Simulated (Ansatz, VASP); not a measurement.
La in VASP and in Ansatz

```xyz
8
Lattice="6.8339 0.0000 0.0000 0.0000 6.8339 0.0000 0.0000 0.0000 6.8339" Properties=species:S:1:pos:R:3 pbc="T T T"
La    6.8339    0.0000    6.8339
La    3.4170    3.4170    3.4170
La    1.7085    0.0000    3.4170
La    5.1255    6.8339    3.4170
La    3.4170    1.7085    6.8339
La    3.4170    5.1255    6.8339
La    0.0000    3.4170    1.7085
La    0.0000    3.4170    5.1255
```

Alike in both runs: functional BLYP; k mesh 4 × 4 × 4; occupations fermi-dirac, width 0.1 eV; no spin polarisation.

Ansatz relaxed the structure, and its values are those at the end. VASP's run is a single point on that final structure, the one shown.

```csv
,VASP,Ansatz
version,VASP 6.6.1,Ansatz 0.2.0
potentials or method,"VASP PAW PBE potentials, release 64 (La), cutoff 520 eV","plane waves (420 eV) with PAW, scalar-relativistic"
valence electrons in the cell,88,88
```

```tsv
	VASP	Ansatz	Ansatz less VASP
pressure (GPa)	0.0	0.0	+0.03
```

VASP's potentials were made for PBE, not for BLYP.

Neither program's run includes spin-orbit coupling.
